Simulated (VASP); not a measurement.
Runs of VASP 6.6.1 on Be. Symmetry: P6_3/mmc, No. 194, hexagonal system. The conventional cell has a = 2.230 Å, b = 2.230 Å, c = 3.508 Å, α = 90.00°, β = 90.00°, γ = 120.00°. Within 2.9 Å of Be (site symmetry -6m2) lie 12 Be at 2.18 to 2.23 Å. 

```csv
k mesh,smearing,gap on the mesh (eV),pressure (GPa)
16 × 16 × 9,fermi-dirac 0.3 eV,none,(a)
6 × 6 × 3,fermi-dirac 0.1 eV,none,1.0
16 × 16 × 9,methfessel-paxton 0.1 eV,none,0.4
23 × 23 × 13,fermi-dirac 0.1 eV,none,0.4
16 × 16 × 9,methfessel-paxton 0.01 eV,none,0.4
16 × 16 × 9,methfessel-paxton 1 eV,none,0.1
16 × 16 × 9,fermi-dirac 0.01 eV,none,0.4
16 × 16 × 9,methfessel-paxton 0.2 eV,none,0.4
16 × 16 × 9,fermi-dirac 0.03 eV,none,0.4
17 × 17 × 10,fermi-dirac 0.1 eV,none,0.5
16 × 16 × 9,gaussian 0.03 eV,none,0.4
16 × 16 × 9,methfessel-paxton 0.3 eV,none,0.4
```

Alike in all rows: task single point; level LDA; potentials or basis VASP PAW LDA potentials, release 64 (Be); no spin polarisation; cell as given; cutoff (eV) 520.

Estimate the missing entries.

(a) 0.6.

Caveats: some runs use coarse meshes.

A gap of «none» marks levels without a gap at the run's occupations.
